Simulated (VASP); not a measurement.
## C2Cl3: single point with PBE

C2Cl3:

```xyz
10
Lattice="0.0000 3.4744 0.0000 6.3639 -1.7372 -0.3259 -2.0336 1.7372 -12.1471" Properties=species:S:1:pos:R:3 pbc="T T T"
Cl    4.1564    1.7372   -7.9795
Cl    0.1738    1.7372   -4.4935
Cl    5.0010    1.7372   -0.8553
Cl   -0.6708    1.7372  -11.6176
Cl    1.6025    3.4744   -8.3107
Cl    2.7277    0.0000   -4.1623
C     3.7101    1.7372  -12.7161
C     0.6201    1.7372    0.2431
C     3.1937    0.0000   -8.9440
C     1.1365    3.4744   -3.5290
```

```yaml
Program: VASP 6.6.1
Task: single point
Functional: PBE
Potentials_or_basis: VASP PAW PBE potentials, release 64 (Cl, C)
Cutoff: 520 eV
k_mesh: 5 × 5 × 5
Occupations: fermi-dirac, width 0.1 eV
Spin: no spin polarisation
```

```yaml
Pressure: -0.1 GPa
Largest_force: 0.088 eV/Å
Band_gap_on_the_k_mesh: zero (bands 29 and 30 overlap by 2.44 eV)
```

Forces on the atoms (eV/Å):
```
Cl  -0.013  0.000 -0.004
Cl   0.013  0.000  0.004
Cl   0.024  0.000 -0.004
Cl  -0.024  0.000  0.004
Cl   0.083  0.000 -0.029
Cl  -0.083  0.000  0.029
C   -0.085  0.000 -0.007
C    0.085  0.000  0.007
C   -0.070  0.000  0.033
C    0.070  0.000 -0.033
```

Stress tensor (GPa, compression positive):
```
-0.19  0.00  0.06
 0.00 -0.10  0.00
 0.06  0.00 -0.04
```

Levels at points of the mesh, in eV from the Fermi level:
| k point | band 26 | band 27 | band 28 | band 29 | band 30 | band 31 | band 32 | band 33 |
| --- | --- | --- | --- | --- | --- | --- | --- | --- |
| (0.00, 0.00, 0.00) | -2.04 | -1.77 | -1.70 | -1.28 | -0.71 | 0.18 | 0.28 | 2.01 |

Run time: 8.1 min on 1 thread of Intel(R) Xeon(R) Platinum 8488C (Sapphire Rapids) (shared host), peak memory 0.54 GiB.

Caveat: the k points lie up to 0.38 Å⁻¹ apart, too coarse for converged energies and pressures of a metal; this functional lacks dispersion, which binds layers or chains, so the pressure and a relaxed spacing across them are unreliable.
